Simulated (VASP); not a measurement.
# W3C in VASP: notebook, part 2 of 2

VASP 6.6.1. Earlier steps stand in the parts before.

## 3. Single point, PBEsol

The input, INCAR:

```
SYSTEM = W3C
  PREC = Accurate
  ENCUT = 520
  EDIFF = 1E-7
  ISMEAR = 0
  SIGMA = 0.1
  LREAL = .False.
  LASPH = .True.
  NELM = 100
  ALGO = Normal
  ISIF = 2
  LWAVE = .False.
  LCHARG = .False.
  LDIPOL = .True.
  IDIPOL = 3
  DIPOL = 0.5 0.5 0.354
  GGA = PS
  NBANDS = 31
```

The input, KPOINTS:

```
regular mesh
0
Gamma
  10 10 1
  0 0 0
```

The input, POSCAR:

```
W3C
1.0
    2.7317561349      0.0000000000      0.0000000000
   -0.9105853783      2.5755243833      0.0000000000
    0.0000000000      0.0000000000     21.3158546942
W C
3 1
Direct
    0.5000000000      0.5000000000      0.1876537468
    0.0000000000      0.0000000000      0.2888907691
    0.5000000000      0.5000000000      0.3901253228
    1.0000000000      1.0000000000      0.5510384107
```

Potentials or basis: VASP PAW PBE potentials, release 64 (W_sv, C).

Launch:

```bash
cat potpaw_PBE.64/W_sv/POTCAR potpaw_PBE.64/C/POTCAR > POTCAR
mpirun -np 1 vasp_std > vasp.out
```

OUTCAR:

```text
SYSTEM = W3C
   PREC = Accurate
   ENCUT = 520
   EDIFF = 1E-7
   ISMEAR = 0
   LREAL = .False.
   LASPH = .True.
   NELM = 100
   ISIF = 2
   GGA = PS

 ion  position               nearest neighbor table
   1  0.500  0.500  0.188-   2 2.67   2 2.67   2 3.10   2 3.10
   2  0.000  0.000  0.289-   3 2.67   3 2.67   1 2.67   1 2.67   3 3.10   3 3.10   1 3.10   1 3.10

   3  0.500  0.500  0.390-   2 2.67   2 2.67   2 3.10   2 3.10
   4  0.000  0.000  0.551-

  LATTYP: Found a base centered orthorhombic cell.
 ALAT       =     3.1543602796
 B/A-ratio  =     1.4142135624
 C/A-ratio  =     6.7575840439

  Lattice vectors:

 A1 = (   2.7317561349,   0.0000000000,   0.0000000000)
 A2 = (  -0.9105853783,   2.5755243833,   0.0000000000)
 A3 = (   0.0000000000,   0.0000000000,  21.3158546942)

Analysis of symmetry for initial positions (statically):
=====================================================================
 Subroutine PRICEL returns:
 Original cell was already a primitive cell.

 Routine SETGRP: Setting up the symmetry group for a
 base centered orthorhombic supercell.

 Subroutine GETGRP returns: Found  4 space group operations
 (whereof  4 operations were pure point group operations)
 out of a pool of  8 trial point group operations.

The static configuration has the point symmetry C_2v.

Analysis of symmetry for dynamics (positions and initial velocities):
=====================================================================
 Subroutine PRICEL returns:
 Original cell was already a primitive cell.

 Routine SETGRP: Setting up the symmetry group for a
 base centered orthorhombic supercell.

 Subroutine GETGRP returns: Found  4 space group operations
 (whereof  4 operations were pure point group operations)
 out of a pool of  8 trial point group operations.

The dynamic configuration has the point symmetry C_2v.

[... 125 lines left out ...]
  Thomas-Fermi vector in A             =   2.240522
   LORBIT       =      0    0 simple, 1 ext, 2 COOP (PROOUT), +10 PAW based schemes
   GGA     = PS    functional components
   LHFCALC =     F    Hartree Fock is set to
   AEXX    =    0.0000 exact exchange contribution
   IVDW    =     0    specifies the selected vdW correction
   LEPSILON=     F    determine dielectric tensor
   LRPA    =     F    only Hartree local field effects (RPA)
 non-spin polarized calculation
 Gauss-broadening in eV      SIGMA  =   0.10
  energy-cutoff  :      520.00
  volume of cell :      149.97
 maximum number of plane-waves:      4078
   NGX = 11   NGY = 11   NGZ = 79

 dipolmoment           0.000000      0.000000     -0.001200 electrons x Angstroem

 number of electron      46.0000010 magnetization

 dipolmoment           0.000000      0.000000      0.033975 electrons x Angstroem

 Free energy of the ion-electron system (eV)
  ---------------------------------------------------
  ext. energy  EPLUGINS =         0.00000000
  ---------------------------------------------------
  free energy    TOTEN  =       -41.33303760 eV

  energy without entropy =      -41.31001170  energy(sigma->0) =      -41.32152465

 E-fermi :   0.5204     XC(G=0):  -6.3678

 val. band max:        0.5188964687   @ k =   0.4000   0.3000   0.0000
 cond. band min:       0.5216713615   @ k =  -0.2000   0.1000   0.0000
 fundamental gap:      0.0027748928
 Fermi energy:         0.5204278845

 k-point     1 :       0.0000    0.0000    0.0000
  band No.  band energies     occupation
      1     -73.5582      2.00000
      2     -73.4354      2.00000
      3     -73.3653      2.00000
      4     -38.3418      2.00000
      5     -37.8103      2.00000
      6     -37.5091      2.00000
[... 805 lines left out ...]
     30       4.1700      0.00000
     31       4.4658      0.00000

 [... further k-points ...]

------------------------ aborting loop because EDIFF is reached ----------------------------------------

 vacuum level on the upper side and lower side of the slab       (xc-potential included)         0.323        -0.539

  FORCE on cell =-STRESS in cart. coord.  units (eV):
  Direction    XX          YY          ZZ          XY          YZ          ZX
  --------------------------------------------------------------------------------------
  -------------------------------------------------------------------------------------
  Total       -6.6740828     -7.0283574     -2.4262596     -0.5010200      0.0000000      0.0000000
  in kB      -71.3003770    -75.0851543    -25.9201495     -5.3524835      0.0000000      0.0000000
  external PRESSURE =     -57.4352269 kB  Pullay stress =       0.0000000 kB

 VOLUME and BASIS-vectors are now :
 -----------------------------------------------------------------------------
  energy-cutoff  :      520.00
  volume of cell :      149.97
      direct lattice vectors                 reciprocal lattice vectors
     2.731756135  0.000000000  0.000000000     0.366064887  0.129423482  0.000000000
    -0.910585378  2.575524383  0.000000000     0.000000000  0.388270446  0.000000000
     0.000000000  0.000000000 21.315854694     0.000000000  0.000000000  0.046913437

 POSITION                                       TOTAL-FORCE (eV/Angst)
 -----------------------------------------------------------------------------------
      0.91059      1.28776      4.00000        -0.000000      0.000000     -0.063908
      0.00000      0.00000      6.15795         0.000000      0.000000     -0.073859
      0.91059      1.28776      8.31585        -0.000000      0.000000      0.960794
      0.00000      0.00000     11.74585         0.000000      0.000000     -0.823028
 -----------------------------------------------------------------------------------
    total drift:                                0.000000      0.000000     -0.000054

  FREE ENERGIE OF THE ION-ELECTRON SYSTEM (eV)
  ---------------------------------------------------
  free  energy   TOTEN  =       -41.3330376000 eV

  energy  without entropy=      -41.3100116978  energy(sigma->0) =      -41.32152465

 vacuum level on the upper side and lower side of the slab         6.292         5.404
```

OSZICAR:

```text
N       E                     dE             d eps       ncg     rms          rms(c)
DAV:   1     0.498466028905E+03    0.49847E+03   -0.28323E+04  2258   0.141E+03
DAV:   2    -0.235118885469E+02   -0.52198E+03   -0.50827E+03  2267   0.433E+02
DAV:   3    -0.433057514106E+02   -0.19794E+02   -0.18790E+02  2467   0.845E+01
[... 27 lines left out ...]
DAV:  31    -0.413330362968E+02   -0.24826E-05   -0.21113E-07  1542   0.249E-03    0.193E-03
DAV:  32    -0.413330370898E+02   -0.79300E-06   -0.34049E-07  1655   0.202E-03    0.728E-04
DAV:  33    -0.413330374786E+02   -0.38877E-06   -0.41924E-08  1219   0.628E-04    0.300E-04
DAV:  34    -0.413330375925E+02   -0.11393E-06   -0.20090E-08  1074   0.331E-04    0.277E-04
DAV:  35    -0.413330376000E+02   -0.74670E-08   -0.18954E-09  1031   0.150E-04
   1 F= -.41333038E+02 E0= -.41321525E+02  d E =-.230259E-01
```

Run time: 4.1 min. Hardware: 1 thread of Intel Xeon Platinum 8259CL at 2.50GHz (Skylake/Cascade Lake), shared host; peak memory 0.31 GiB.

Results:

| Quantity | Value |
| --- | --- |
| Free energy | -41.3330 eV |
| Largest force | 0.961 eV/Å |
| Band gap on the k mesh | zero (bands 23 and 24 overlap by 1.26 eV) |

Forces on the atoms (eV/Å):
```
W    0.000  0.000 -0.064
W    0.000  0.000 -0.074
W    0.000  0.000  0.961
C    0.000  0.000 -0.823
```

Caveat: the PAW data sets were made with another functional, which shifts forces and pressure a little; spin-orbit coupling is left out, which moves the levels of the heavy elements.

The gap in the log of VASP goes by the Fermi energy; the results here count the filled bands.